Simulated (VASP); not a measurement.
# F2 in VASP: a series of runs

Runs on F2. Level: r2SCAN. Tasks: single point, relaxation of the atoms.

All numbers are computed with VASP 6.6.1; they aren't measurements. Logs are shortened: lines on timing, memory, paths and dates and some standing lists are left out, and cuts for length are marked.

### Step 1. The cell of the first run

The cell holds a molecule in a box, 2 atoms: a = 9.000 Å, b = 9.500 Å, c = 10.000 Å, α = 90.00°, β = 90.00°, γ = 90.00°.

### Step 2. Single point, r2SCAN

The input, POSCAR:

```
F
1.0
    9.0000000000      0.0000000000      0.0000000000
    0.0000000000      9.5000000000      0.0000000000
    0.0000000000      0.0000000000     10.0000000000
F
2
Direct
    0.5000000000      0.5000000000      0.4302195553
    0.5000000000      0.5000000000      0.5697804447
```

The input, INCAR.step1:

```
SYSTEM = F
PREC = Accurate ; ENCUT = 520
ISMEAR = -1 ; SIGMA = 0.05
LREAL = .FALSE. ; LASPH = .TRUE.
NELM = 60 ; NBANDS = 14
GGA = PE ; ALGO = Normal
EDIFF = 1E-4 ; LWAVE = .TRUE.
LCHARG = .FALSE.
```

The input, INCAR.step2:

```
SYSTEM = F
PREC = Accurate ; ENCUT = 520
EDIFF = 1E-6 ; ISMEAR = -1
SIGMA = 0.05 ; LREAL = .FALSE.
LASPH = .TRUE. ; NELM = 60
ALGO = Normal ; ISIF = 2
LWAVE = .FALSE. ; LCHARG = .FALSE.
METAGGA = R2SCAN ; LMIXTAU = .TRUE.
NBANDS = 14 ; ISTART = 1
```

The input, KPOINTS:

```
regular mesh
0
G
  1 1 1
  0 0 0
```

Potentials or basis: VASP PAW PBE potentials, release 64 (F).

Started as:

```console
> cat potpaw_PBE.64/F/POTCAR > POTCAR
> cp INCAR.step1 INCAR
> mpirun -np 1 vasp_gam > vasp.out
> cp INCAR.step2 INCAR
> mpirun -np 1 vasp_gam > vasp.out
```

OUTCAR:

```text
SYSTEM = F
   PREC = Accurate
   ENCUT = 520
   EDIFF = 1E-6
   ISMEAR = -1
   LREAL = .FALSE.
   LASPH = .TRUE.
   NELM = 60
   ISIF = 2
   METAGGA = R2SCAN
   ISTART = 1

 ion  position               nearest neighbor table
   1  0.500  0.500  0.430-   2 1.40
   2  0.500  0.500  0.570-   1 1.40

  LATTYP: Found a simple orthorhombic cell.
 ALAT       =     9.0000000000
 B/A-ratio  =     1.0555555556
 C/A-ratio  =     1.1111111111

  Lattice vectors:

 A1 = (   9.0000000000,   0.0000000000,   0.0000000000)
 A2 = (   0.0000000000,   9.5000000000,   0.0000000000)
 A3 = (   0.0000000000,   0.0000000000,  10.0000000000)

Analysis of symmetry for initial positions (statically):
=====================================================================
 Subroutine PRICEL returns:
 Original cell was already a primitive cell.

 Routine SETGRP: Setting up the symmetry group for a
 simple orthorhombic supercell.

 Subroutine GETGRP returns: Found  8 space group operations
 (whereof  8 operations were pure point group operations)
 out of a pool of  8 trial point group operations.

The static configuration has the point symmetry D_2h.

Analysis of symmetry for dynamics (positions and initial velocities):
=====================================================================
 Subroutine PRICEL returns:
 Original cell was already a primitive cell.

 Routine SETGRP: Setting up the symmetry group for a
 simple orthorhombic supercell.

 Subroutine GETGRP returns: Found  8 space group operations
 (whereof  8 operations were pure point group operations)
 out of a pool of  8 trial point group operations.

The dynamic configuration has the point symmetry D_2h.

 Subroutine INISYM returns: Found  8 space group operations
 (whereof  8 operations are pure point group operations),
 and found     1 'primitive' translations

----------------------------------------------------------------------------------------

                                     Primitive cell

  volume of cell :     855.0000

  direct lattice vectors                    reciprocal lattice vectors
     9.000000000  0.000000000  0.000000000     0.111111111  0.000000000  0.000000000
     0.000000000  9.500000000  0.000000000     0.000000000  0.105263158  0.000000000
     0.000000000  0.000000000 10.000000000     0.000000000  0.000000000  0.100000000

  length of vectors
     9.000000000  9.500000000 10.000000000     0.111111111  0.105263158  0.100000000

  position of ions in fractional coordinates (direct lattice)
     0.500000000  0.500000000  0.430219555
     0.500000000  0.500000000  0.569780445

  ion indices of the primitive-cell ions
   primitive index   ion index
                 1           1
                 2           2

----------------------------------------------------------------------------------------

 KPOINTS: regular mesh

Automatic generation of k-mesh.
 Grid dimensions read from file:
 generate k-points for:    1    1    1

 Generating k-lattice:

  Cartesian coordinates                     Fractional coordinates (reciprocal lattice)
     0.111111111  0.000000000  0.000000000     1.000000000  0.000000000  0.000000000
     0.000000000  0.105263158  0.000000000     0.000000000  1.000000000  0.000000000
     0.000000000  0.000000000  0.100000000     0.000000000  0.000000000  1.000000000

  Length of vectors
     0.111111111  0.105263158  0.100000000

  Shift w.r.t. Gamma in fractional coordinates (k-lattice)
     0.000000000  0.000000000  0.000000000

 Subroutine IBZKPT returns following result:
 ===========================================

 Found      1 irreducible k-points:

 Following reciprocal coordinates:
            Coordinates               Weight
  0.000000  0.000000  0.000000      1.000000
   k-points           NKPTS =      1   k-points in BZ     NKDIM =      1   number of bands    NBANDS=     14
   number of dos      NEDOS =    301   number of ions     NIONS =      2
   total plane-waves  NPLWV = 403200
   dimension x,y,z NGX =    70 NGY =   72 NGZ =   80
   dimension x,y,z NGXF=   140 NGYF=  144 NGZF=  160
   ions per type =               2
   NGX,Y,Z   is equivalent  to a cutoff of  12.93, 12.60, 13.30 a.u.
   NGXF,Y,Z  is equivalent  to a cutoff of  25.86, 25.20, 26.60 a.u.
 SYSTEM =  F
   PREC   = accura    normal or accurate (medium, high low for compatibility)
   ISTART =      1    job   : 0-new  1-cont  2-samecut
   ICHARG =      0    charge: 1-file 2-atom 10-const
   ISPIN  =      1    spin polarized calculation?
   LNONCOLLINEAR =      F non collinear calculations
   LSORBIT =      F    spin-orbit coupling
   LASPH  =      T    aspherical Exc in radial PAW
   ENCUT  =  520.0 eV  38.22 Ry    6.18 a.u.  16.73 17.66 18.59*2*pi/ulx,y,z
   NELM   =     60;   NELMIN=  2; NELMDL=  0     # of ELM steps
   EDIFF  = 0.1E-05   stopping-criterion for ELM
   LREAL  =      F    real-space projection
   EDIFFG = 0.1E-04   stopping-criterion for IOM
   NSW    =      0    number of steps for IOM
   IBRION =     -1    ionic relax: 0-MD 1-quasi-New 2-CG
   NFREE  =      0    steps in history (QN), initial steepest desc. (CG)
   ISIF   =      2    stress and relaxation
   ISYM   =      2    0-nonsym 1-usesym 2-fastsym
   POTIM  = 0.5000    time-step for ionic-motion
   TEBEG  =    0.0;   TEEND  =   0.0 temperature during run
   PSTRESS=    0.0 pullay stress
   NELECT =      14.0000    total number of electrons
   NUPDOWN=      -1.0000    fix difference up-down
   EMIN   =  10.00;   EMAX   =-10.00  energy-range for DOS
   EFERMI =   0.00;   METHOD = LEGACY
   ISMEAR =    -1;   SIGMA  =   0.05  broadening in eV -4-tet -1-fermi 0-gaus
   EFERMI_NEDOS =   21; number of points for ismear=-14 and -15
   IALGO  =     38    algorithm
   IMIX   =      4    mixing-type and parameters
     AMIX     =   0.40;   BMIX     =  1.00
     AMIX_MAG =   1.60;   BMIX_MAG =  1.00
  volume/ion in A,a.u.               =     427.50      2884.91
  Fermi-wavevector in a.u.,A,eV,Ry     =   0.415715  0.785587  2.351342  0.172819
  Thomas-Fermi vector in A             =   1.374838
   LORBIT       =      0    0 simple, 1 ext, 2 COOP (PROOUT), +10 PAW based schemes
   METAGGA = R2SCAN    functional components
   LHFCALC =     F    Hartree Fock is set to
   AEXX    =    0.0000 exact exchange contribution
   IVDW    =     0    specifies the selected vdW correction
   LEPSILON=     F    determine dielectric tensor
   LRPA    =     F    only Hartree local field effects (RPA)
 non-spin polarized calculation
  energy-cutoff  :      520.00
  volume of cell :      855.00
 maximum number of plane-waves:     11510
 NGX is ok and might be reduce to    70
   NGX = 33   NGY = 35   NGZ = 37

 number of electron      13.9999997 magnetization

 Free energy of the ion-electron system (eV)
  ---------------------------------------------------
  ext. energy  EPLUGINS =         0.00000000
  ---------------------------------------------------
  free energy    TOTEN  =        -6.13205580 eV

  energy without entropy =       -6.13205580  energy(sigma->0) =       -6.13205580

 E-fermi :  -8.4853     XC(G=0):  -0.4182

 val. band max:       -9.7791790561   @ k =   0.0000   0.0000   0.0000
 cond. band min:      -5.0970308291   @ k =   0.0000   0.0000   0.0000
 fundamental gap:      4.6821482270
 Fermi energy:        -8.4853113713

 k-point     1 :       0.0000    0.0000    0.0000
  band No.  band energies     occupation
      1     -35.7619      2.00000
      2     -28.9618      2.00000
      3     -15.6506      2.00000
      4     -13.3948      2.00000
      5     -13.3947      2.00000
      6      -9.7792      2.00000
      7      -9.7792      2.00000
      8      -5.0970      0.00000
      9       0.0269      0.00000
     10       1.5349      0.00000
     11       1.5410      0.00000
     12       1.7365      0.00000
     13       1.8629      0.00000
     14       1.9299      0.00000

------------------------ aborting loop because EDIFF is reached ----------------------------------------

  FORCE on cell =-STRESS in cart. coord.  units (eV):
  Direction    XX          YY          ZZ          XY          YZ          ZX
  --------------------------------------------------------------------------------------
  -------------------------------------------------------------------------------------
  Total       -0.0861442     -0.0836597      0.7308078     -0.0000000      0.0000000      0.0000000
  in kB       -0.1614249     -0.1567693      1.3694546     -0.0000000      0.0000000      0.0000000
  external PRESSURE =       0.3504201 kB  Pullay stress =       0.0000000 kB

 VOLUME and BASIS-vectors are now :
 -----------------------------------------------------------------------------
  energy-cutoff  :      520.00
  volume of cell :      855.00
      direct lattice vectors                 reciprocal lattice vectors
     9.000000000  0.000000000  0.000000000     0.111111111  0.000000000  0.000000000
     0.000000000  9.500000000  0.000000000     0.000000000  0.105263158  0.000000000
     0.000000000  0.000000000 10.000000000     0.000000000  0.000000000  0.100000000

 POSITION                                       TOTAL-FORCE (eV/Angst)
 -----------------------------------------------------------------------------------
      4.50000      4.75000      4.30220         0.000000      0.000000     -0.591791
      4.50000      4.75000      5.69780         0.000000      0.000000      0.591791
 -----------------------------------------------------------------------------------
    total drift:                                0.000000      0.000000      0.000000

  FREE ENERGIE OF THE ION-ELECTRON SYSTEM (eV)
  ---------------------------------------------------
  free  energy   TOTEN  =        -6.1320557960 eV

  energy  without entropy=       -6.1320557960  energy(sigma->0) =       -6.13205580
```

Run time: 5.5 min. Hardware: 1 thread of AMD EPYC 7R13, shared host; peak memory 0.83 GiB.

Results:

* Free energy: -6.1321 eV
* Largest force: 0.592 eV/Å
* Gap between the frontier levels: 4.68 eV

Forces in eV/Å, atoms in the order of the input:
```
F    0.000  0.000 -0.592
F    0.000  0.000  0.592
```

Caveat: the PAW data sets were made with another functional, which shifts forces and pressure a little.

(Part 1 of 2 ends here.)
